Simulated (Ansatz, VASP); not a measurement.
One calculation of Al, two programs

```xyz
1
Lattice="0.0000 2.0406 2.0406 2.0406 0.0000 2.0406 2.0406 2.0406 0.0000" Properties=species:S:1:pos:R:3 pbc="T T T"
Al    0.0000    0.0000    0.0000
```

Alike in both runs: task single point; functional PBE; k mesh 18 × 18 × 18; occupations gaussian, width 0.1 eV; no spin polarisation.

|  | VASP | Ansatz |
| --- | --- | --- |
| version | VASP 6.6.1 | Ansatz 0.2.0 |
| potentials or method | VASP PAW PBE potentials, release 64 (Al), cutoff 500 eV | scalar-relativistic, plane waves, PAW |
| valence electrons in the cell | 3 | 3 |

```csv
,VASP,Ansatz,Ansatz less VASP
gap on the k mesh at the Fermi level (eV),none,none,-
pressure (GPa),-2.2,-2.1,+0.03
```

A gap of «none» marks a metal or a gap that the smearing closes. With one functional, cell and mesh, what is left measures potentials, basis and numerics.
